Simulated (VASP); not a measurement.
# Al (a cell with a defect) in VASP: a series of runs

Runs on Al (a cell with a defect). Level: PBEsol. Tasks: single point.

All numbers are computed with VASP 6.6.1; they aren't measurements. Logs are shortened: lines on timing, memory, paths and dates and some standing lists are left out, and cuts for length are marked.

### Step 1. The cell of the first run

The cell holds a defect, 19 atoms: a = 7.512 Å, b = 7.512 Å, c = 7.512 Å, α = 106.60°, β = 106.60°, γ = 115.38°.

### Step 2. Single point, PBEsol

INCAR reads:

```
SYSTEM = Al
PREC = Accurate
ENCUT = 520
EDIFF = 1E-6
ISMEAR = 0
SIGMA = 0.1
LREAL = Auto
LASPH = .True.
NELM = 100
ALGO = Normal
ISIF = 2
LWAVE = .False.
LCHARG = .False.
GGA = PS
NBANDS = 44
```

KPOINTS reads:

```
Automatic mesh
0
Gamma
  4 4 4
  0 0 0
```

POSCAR reads:

```
Al
1.0
    6.0233342682      2.0077780894      4.0155561788
   -6.0233342682     -2.0077780894      4.0155561788
    2.0077780894     -6.0233342682     -4.0155561788
Al
19
Direct
    0.1193510883      0.1470668006      0.7664178667
    0.5983010555      0.1997099441      0.7995124105
    0.0998023890      0.7012113826      0.7995123607
    0.2106115722      0.4158627412      0.5947616454
    0.3037970696      0.1042810463      0.4049492841
    0.5490582878      0.8549510073      0.9040093174
    0.6498338172      0.5433716534      0.6932054929
    0.7614709056      0.2475227231      0.5089936509
   -0.0121963678     -0.0129260799      0.0076306740
    0.2416064318      0.7601478510      0.5017543051
    0.3325465118      0.4434512483      0.2759977823
    0.4445160074      0.1531909834      0.0977070131
    0.6788990064      0.8841501754      0.5947616454
    0.8006682155      0.6011521923      0.4049492841
    0.8963032366      0.2956596663      0.1947824822
    0.3991229181      0.7984793033      0.1947824822
    0.5205567814      0.5198271191      1.0076307789
    0.8664959087      0.9541178929      0.3206138683
    0.9559219767      0.6387724853      0.0946945287
```

Potentials or basis: VASP PAW PBE potentials, release 64 (Al).

On the command line:

```sh
cat potpaw_PBE.64/Al/POTCAR > POTCAR
mpirun -np 1 vasp_std > vasp.out
```

OUTCAR:

```text
SYSTEM = Al
   PREC = Accurate
   ENCUT = 520
   EDIFF = 1E-6
   ISMEAR = 0
   LREAL = Auto
   LASPH = .True.
   NELM = 100
   ISIF = 2
   GGA = PS

 ion  position               nearest neighbor table
   1  0.119  0.147  0.766-   9 2.64  17 2.64  13 2.65   4 2.65  18 2.86  12 2.92  11 3.28   8 3.34

   2  0.598  0.200  0.800-  19 2.80  10 2.80   5 2.81  15 2.82   7 2.82   6 2.82   8 2.83  13 2.83
                            12 2.84  17 2.85
   3  0.100  0.701  0.800-  19 2.80  10 2.80  14 2.81  16 2.82   7 2.82   6 2.82   8 2.83   4 2.83
                            12 2.84   9 2.85
   4  0.211  0.416  0.595-   1 2.65   6 2.79  10 2.80   7 2.80  15 2.83  11 2.83   3 2.83   8 2.83
                             5 2.84  18 2.85  17 2.93
   5  0.304  0.104  0.405-  10 2.77   7 2.77  18 2.77   2 2.81   9 2.82   4 2.84  12 2.85  16 2.88
                             8 2.90  19 2.92  11 2.92
   6  0.549  0.855  0.904-  17 2.78   9 2.78  16 2.78  15 2.78   4 2.79  13 2.79   2 2.82   3 2.82
                            12 2.84  10 2.89   7 2.94  18 2.99
   7  0.650  0.543  0.693-   5 2.77  14 2.77   4 2.80  13 2.80   3 2.82   2 2.82   9 2.82  17 2.82
                             8 2.84  19 2.88   6 2.94  11 2.99
   8  0.761  0.248  0.509-  18 2.80   2 2.83   3 2.83  13 2.83   4 2.83   7 2.84  16 2.88  15 2.88
                             5 2.90  14 2.90  12 2.97   1 3.34
   9  0.988  0.987  0.008-   1 2.64   6 2.78  18 2.79  19 2.80  15 2.81   7 2.82   5 2.82  11 2.83
[... 7 lines left out ...]
  13  0.679  0.884  0.595-   1 2.65   6 2.79  10 2.80   7 2.80  16 2.83  11 2.83   2 2.83   8 2.83
                            14 2.84  18 2.85   9 2.93
  14  0.801  0.601  0.405-  10 2.77   7 2.77  18 2.77   3 2.81  17 2.82  13 2.84  12 2.85  15 2.88
                             8 2.90  19 2.92  11 2.92
  15  0.896  0.296  0.195-  11 2.77  19 2.78   6 2.78   9 2.81   2 2.82   4 2.83  12 2.87  14 2.88
                             8 2.88  10 2.91  18 2.92
  16  0.399  0.798  0.195-  11 2.77  19 2.78   6 2.78  17 2.81   3 2.82  13 2.83  12 2.87   5 2.88
                             8 2.88  10 2.91  18 2.92
  17  0.521  0.520  0.008-   1 2.64   6 2.78  18 2.79  19 2.80  16 2.81   7 2.82  14 2.82  11 2.83
                             2 2.85  12 2.88   4 2.93
  18  0.866  0.954  0.321-  14 2.77   5 2.77  17 2.79   9 2.79   8 2.80  13 2.85   4 2.85   1 2.86
                            16 2.92  15 2.92  19 2.94   6 2.99
  19  0.956  0.639  0.095-  15 2.78  16 2.78  10 2.79   2 2.80   3 2.80  17 2.80   9 2.80   7 2.88
                            14 2.92   5 2.92  18 2.94

  LATTYP: Found a body centered tetragonal cell.
 ALAT       =     8.9790565833
 C/A-ratio  =     0.8944271910

  Lattice vectors:

 A1 = (   6.0233342682,   2.0077780894,   4.0155561788)
 A2 = (  -6.0233342682,  -2.0077780894,   4.0155561788)
 A3 = (   2.0077780894,  -6.0233342682,  -4.0155561788)

Analysis of symmetry for initial positions (statically):
=====================================================================
 Subroutine PRICEL returns:
 Original cell was already a primitive cell.
[... 171 lines left out ...]
   EFERMI =   0.00;   METHOD = LEGACY
   ISMEAR =     0;   SIGMA  =   0.10  broadening in eV -4-tet -1-fermi 0-gaus
   EFERMI_NEDOS =   21; number of points for ismear=-14 and -15
   IALGO  =     38    algorithm
   IMIX   =      4    mixing-type and parameters
     AMIX     =   0.40;   BMIX     =  1.00
     AMIX_MAG =   1.60;   BMIX_MAG =  1.00
  volume/ion in A,a.u.               =      17.04       114.99
  Fermi-wavevector in a.u.,A,eV,Ry     =   0.917552  1.733922 11.454771  0.841902
  Thomas-Fermi vector in A             =   2.042534
   LORBIT       =      0    0 simple, 1 ext, 2 COOP (PROOUT), +10 PAW based schemes
   GGA     = PS    functional components
   LHFCALC =     F    Hartree Fock is set to
   AEXX    =    0.0000 exact exchange contribution
   IVDW    =     0    specifies the selected vdW correction
   LEPSILON=     F    determine dielectric tensor
   LRPA    =     F    only Hartree local field effects (RPA)
 non-spin polarized calculation
 Gauss-broadening in eV      SIGMA  =   0.10
  energy-cutoff  :      520.00
  volume of cell :      323.75
 maximum number of plane-waves:      8732
   NGX = 27   NGY = 27   NGZ = 27

 number of electron      57.0000000 magnetization

 Free energy of the ion-electron system (eV)
  ---------------------------------------------------
  ext. energy  EPLUGINS =         0.00000000
  ---------------------------------------------------
  free energy    TOTEN  =       -76.46019926 eV

  energy without entropy =      -76.42362360  energy(sigma->0) =      -76.44191143

 E-fermi :   7.5124     XC(G=0): -10.1064

 val. band max:        7.4934534807   @ k =   0.2500   0.0000  -0.2500
 cond. band min:       7.5223525973   @ k =   0.0000   0.0000   0.0000
 fundamental gap:      0.0288991166
 Fermi energy:         7.5123568817

 k-point     1 :       0.0000    0.0000    0.0000
  band No.  band energies     occupation
      1      -3.4158      2.00000
      2      -0.0273      2.00000
      3       0.0739      2.00000
      4       0.1255      2.00000
      5       0.1752      2.00000
      6       0.4208      2.00000
[... 1021 lines left out ...]
     39      12.3196      0.00000
     40      12.3472      0.00000
 [bands above 40 left out]

------------------------ aborting loop because EDIFF is reached ----------------------------------------

  FORCE on cell =-STRESS in cart. coord.  units (eV):
  Direction    XX          YY          ZZ          XY          YZ          ZX
  --------------------------------------------------------------------------------------
  -------------------------------------------------------------------------------------
  Total       -2.0545236     -3.0024979      1.7419158     -0.9622537      0.0000000     -0.0000000
  in kB      -10.1675097    -14.8588832      8.6204633     -4.7620403      0.0000000     -0.0000000
  external PRESSURE =      -5.4686432 kB  Pullay stress =       0.0000000 kB

 VOLUME and BASIS-vectors are now :
 -----------------------------------------------------------------------------
  energy-cutoff  :      520.00
  volume of cell :      323.75
      direct lattice vectors                 reciprocal lattice vectors
     6.023334268  2.007778089  4.015556179     0.099612602 -0.049806301  0.124515753
    -6.023334268 -2.007778089  4.015556179    -0.049806301 -0.099612602  0.124515753
     2.007778089 -6.023334268 -4.015556179     0.049806301 -0.149418903  0.000000000

 POSITION                                       TOTAL-FORCE (eV/Angst)
 -----------------------------------------------------------------------------------
      1.37186     -4.67204     -2.00778         0.404884      0.366511      0.000000
      4.00609     -4.01545     -0.00603        -0.026810     -0.013658     -0.005227
     -2.01724     -6.02323      0.00603        -0.026810     -0.013658      0.005227
     -0.04215     -3.99455      0.12734        -0.026636     -0.040242     -0.025315
      2.01480     -2.03856      0.01256        -0.020424     -0.015644     -0.005497
     -0.02744     -6.05932      2.00778        -0.019509     -0.009569     -0.000000
[... 11 lines left out ...]
      0.11594     -2.10709      6.02333        -0.033958      0.016777     -0.000000
      2.10042      0.06639      6.02333        -0.033189     -0.007395     -0.000000
 -----------------------------------------------------------------------------------
    total drift:                               -0.001016     -0.003496     -0.000039

  FREE ENERGIE OF THE ION-ELECTRON SYSTEM (eV)
  ---------------------------------------------------
  free  energy   TOTEN  =       -76.4601992643 eV

  energy  without entropy=      -76.4236235987  energy(sigma->0) =      -76.44191143
```

Run time: 4.8 min. Hardware: 1 thread of Intel Xeon Platinum 8488C (Sapphire Rapids), shared host; peak memory 0.5 GiB.

What came out:

| Quantity | Value |
| --- | --- |
| Free energy | -76.4602 eV |
| Pressure | -0.5 GPa |
| Largest force | 0.546 eV/Å |
| Band gap on the k mesh | zero (an odd number of electrons rules out a gap without spin polarisation) |

Forces on the atoms (eV/Å):
```
Al   0.405  0.367  0.000
Al  -0.027 -0.014 -0.005
Al  -0.027 -0.014  0.005
Al  -0.027 -0.040 -0.025
Al  -0.020 -0.016 -0.005
Al  -0.020 -0.010  0.000
Al  -0.024 -0.013  0.000
Al  -0.012 -0.038  0.000
Al  -0.041 -0.023  0.024
Al  -0.029 -0.015  0.000
Al  -0.010 -0.028  0.000
Al   0.027 -0.042  0.000
Al  -0.027 -0.040  0.025
Al  -0.020 -0.016  0.005
Al  -0.021 -0.023  0.006
Al  -0.021 -0.023 -0.006
Al  -0.041 -0.023 -0.024
Al  -0.034  0.017  0.000
Al  -0.033 -0.007  0.000
```

Levels at points of the mesh, in eV from the Fermi level:
| k point | band 24 | band 25 | band 26 | band 27 | band 28 | band 29 | band 30 | band 31 | band 32 | band 33 |
| --- | --- | --- | --- | --- | --- | --- | --- | --- | --- | --- |
| (0.00, 0.00, 0.00) | -0.18 | -0.04 | 0.01 | 0.07 | 0.14 | 0.24 | 0.24 | 0.27 | 0.48 | 0.54 |
| (0.50, 0.00, 0.00) | -1.71 | -0.43 | -0.39 | -0.16 | -0.06 | 0.12 | 0.27 | 0.83 | 0.98 | 1.33 |
| (0.50, 0.00, 0.50) | -1.67 | -0.46 | -0.30 | -0.18 | -0.02 | 0.17 | 0.31 | 0.84 | 0.99 | 1.31 |
| (0.50, 0.50, 0.00) | -0.85 | -0.81 | -0.62 | -0.49 | -0.17 | 0.59 | 0.72 | 0.87 | 0.90 | 1.40 |
| (0.00, 0.00, 0.50) | -0.81 | -0.73 | -0.65 | -0.42 | -0.13 | 0.55 | 0.62 | 0.82 | 1.00 | 1.33 |
| (0.50, 0.50, 0.50) | -1.70 | -1.62 | -1.51 | -1.39 | -1.20 | -1.15 | -1.12 | -0.94 | -0.71 | -0.46 |

Caveat: the PAW data sets were made with another functional, which shifts forces and pressure a little.

### Step 3. Single point, PBEsol

INCAR reads:

```
SYSTEM = Al
ALGO = Normal ; EDIFF = 1E-6
ENCUT = 520 ; GGA = PS
ISIF = 2 ; ISMEAR = 0
LASPH = .True. ; LCHARG = .True.
LELF = .True. ; LREAL = Auto
LVHAR = .True. ; LWAVE = .False.
NBANDS = 44 ; NELM = 80
PREC = Accurate ; SIGMA = 0.1
```

KPOINTS reads:

```
k-points
0
Gamma
  4 4 4
  0 0 0
```

POSCAR reads:

```
Al
1.0
    6.0233342682      2.0077780894      4.0155561788
   -6.0233342682     -2.0077780894      4.0155561788
    2.0077780894     -6.0233342682     -4.0155561788
Al
19
Direct
    0.0806488032      0.2529332314      0.8335820123
    0.6016990405      0.2002900879      0.8004877175
    0.1001976519      0.6987886547      0.8004877175
    0.2121963589      0.4129260621      0.5923692993
    0.3036968344      0.1043404404      0.4052174911
    0.5501661791      0.8566283839      0.9067945853
    0.6509417086      0.5450490300      0.6959907608
    0.7554840388      0.2468089490      0.5022930100
   -0.0106115811     -0.0158627590      0.0052383279
    0.2440779699      0.7612274524      0.5053054445
    0.3335040379      0.4458820448      0.2793861049
    0.4385291406      0.1524772093      0.0910063722
    0.6794432150      0.8801729182      0.5923692993
    0.8008771530      0.6015207589      0.4052174911
    0.8962028770      0.2957189358      0.1950506892
    0.3993317809      0.7988478450      0.1950508386
    0.5211010647      0.5158498867      1.0052382834
    0.8674534846      0.9565487890      0.3240023404
    0.9583935148      0.6398520866      0.0982456682
```

Potentials or basis: VASP PAW PBE potentials, release 64 (Al).

On the command line:

```sh
cat potpaw_PBE.64/Al/POTCAR > POTCAR
mpirun -np 1 vasp_std > vasp.out
```

Run time: 4.4 min. Hardware: 1 thread of Intel Xeon Platinum 8488C (Sapphire Rapids), shared host; peak memory 0.5 GiB.

It converged, with:

```
Free energy            : -76.4603 eV
Pressure               : -0.5 GPa
Largest force          : 0.542 eV/Å
Band gap on the k mesh : zero (an odd number of electrons rules out a gap without spin polarisation)
```

Forces on the atoms (eV/Å):
```
Al  -0.404 -0.362  0.000
Al   0.031  0.023  0.006
Al   0.031  0.023 -0.006
Al   0.040  0.024 -0.023
Al   0.018  0.023 -0.008
Al   0.023  0.015  0.000
Al   0.020  0.008  0.000
Al  -0.024  0.040  0.000
Al   0.032  0.038  0.023
Al   0.028  0.002  0.000
Al   0.033 -0.016  0.000
Al   0.010  0.034  0.000
Al   0.040  0.024  0.023
Al   0.018  0.023  0.008
Al   0.018  0.015  0.003
Al   0.018  0.015 -0.003
Al   0.032  0.038 -0.023
Al   0.009  0.024  0.000
Al   0.027  0.010  0.000
```

Stress tensor (GPa, compression positive):
```
-1.02 -0.48  0.00
-0.48 -1.49  0.00
 0.00  0.00  0.86
```

Levels at points of the mesh, in eV from the Fermi level:
```csv
k point,band 26,band 27,band 28,band 29,band 30,band 31
"(0.00, 0.00, 0.00)",0.01,0.07,0.14,0.24,0.24,0.27
"(0.50, 0.00, 0.00)",-0.39,-0.16,-0.06,0.12,0.27,0.83
"(0.50, 0.00, 0.50)",-0.30,-0.18,-0.02,0.17,0.31,0.84
"(0.50, 0.50, 0.00)",-0.62,-0.49,-0.17,0.59,0.72,0.87
"(0.00, 0.00, 0.50)",-0.65,-0.42,-0.13,0.55,0.62,0.82
"(0.50, 0.50, 0.50)",-1.51,-1.39,-1.20,-1.15,-1.12,-0.94
```

Caveat: the PAW data sets were made with another functional, which shifts forces and pressure a little.

### Step 4. Single point, PBEsol

INCAR reads:

```
SYSTEM = Al
PREC = Accurate
ENCUT = 520
EDIFF = 1E-6
ISMEAR = 0
SIGMA = 0.1
LREAL = Auto
LASPH = .True.
NELM = 60
ALGO = Normal
ISIF = 2
LWAVE = .False.
LCHARG = .False.
GGA = PS
NBANDS = 44
```

KPOINTS reads:

```
Automatic mesh
0
Gamma
  4 4 4
  0 0 0
```

POSCAR reads:

```
Al
1.0
    6.0233342682      2.0077780894      4.0155561788
   -6.0233342682     -2.0077780894      4.0155561788
    2.0077780894     -6.0233342682     -4.0155561788
Al
19
Direct
    0.0627966311      0.3038913529      0.8666879618
    0.6001943922      0.1995469779      0.7999303850
    0.1003833297      0.6997360203      0.7999303352
    0.2076324083      0.4059535286      0.5961612024
    0.3008978448      0.1020106261      0.4047772034
    0.5512496156      0.8560327504      0.9072823882
    0.6504707900      0.5471570817      0.6976278939
    0.7505298060      0.2460252468      0.4965550751
   -0.0055052648     -0.0103808534      0.0007260265
    0.2469361543      0.7591817582      0.5061179347
    0.3396128305      0.4489594267      0.2885722795
    0.4403527485      0.1521695558      0.0925223265
    0.6902076516      0.8885287719      0.5961612024
    0.8027668289      0.6038795106      0.4047774026
    0.8982806215      0.2974572007      0.1963537216
    0.3988964987      0.7980730333      0.1963537216
    0.5111068576      0.5062312690      1.0007259819
    0.8624410283      0.9539534823      0.3163945773
    0.9574158669      0.6415934145      0.0990093482
```

On the command line:

```sh
cat potpaw_PBE.64/Al/POTCAR > POTCAR
mpirun -np 1 vasp_std > vasp.out
```

Run time: 4.9 min. Hardware: 1 thread of Intel Xeon Platinum 8488C (Sapphire Rapids), shared host; peak memory 0.5 GiB.

It converged, with:

- Free energy: -76.7898 eV
- Pressure: -1.0 GPa
- Largest force: 0.581 eV/Å
- Band gap on the k mesh: zero (an odd number of electrons rules out a gap without spin polarisation)

Forces on the atoms (eV/Å):
```
Al  -0.421 -0.401  0.000
Al   0.012  0.026 -0.009
Al   0.012  0.026  0.009
Al   0.051 -0.003 -0.077
Al   0.019  0.027 -0.022
Al   0.035  0.027  0.000
Al   0.007  0.006  0.000
Al  -0.026  0.055  0.000
Al   0.010  0.056  0.076
Al   0.062  0.023  0.000
Al   0.066 -0.042  0.000
Al   0.045  0.019  0.000
Al   0.051 -0.003  0.077
Al   0.019  0.027  0.022
Al   0.027  0.011  0.012
Al   0.027  0.011 -0.012
Al   0.010  0.056 -0.076
Al  -0.013  0.072  0.000
Al   0.005  0.009  0.000
```

Stress tensor (GPa, compression positive):
```
-1.20 -0.28  0.00
-0.28 -1.37  0.00
 0.00  0.00 -0.29
```

Levels at points of the mesh, in eV from the Fermi level:
```
           k point  band 25  band 26  band 27  band 28  band 29  band 30  band 31  band 32
(0.00, 0.00, 0.00)    -0.01     0.01     0.05     0.20     0.22     0.34     0.38     0.47
(0.50, 0.00, 0.00)    -0.41    -0.39    -0.15    -0.09     0.01     0.31     0.84     1.00
(0.50, 0.00, 0.50)    -0.43    -0.33    -0.16    -0.06     0.03     0.32     0.82     1.03
(0.50, 0.50, 0.00)    -0.79    -0.63    -0.48    -0.22     0.62     0.66     0.81     0.94
(0.00, 0.00, 0.50)    -0.77    -0.69    -0.43    -0.19     0.60     0.65     0.74     1.00
(0.50, 0.50, 0.50)    -1.63    -1.56    -1.34    -1.13    -1.12    -1.09    -1.01    -0.97
```

Caveat: the PAW data sets were made with another functional, which shifts forces and pressure a little.

The gap in the log of VASP goes by the Fermi energy; the results here count the filled bands.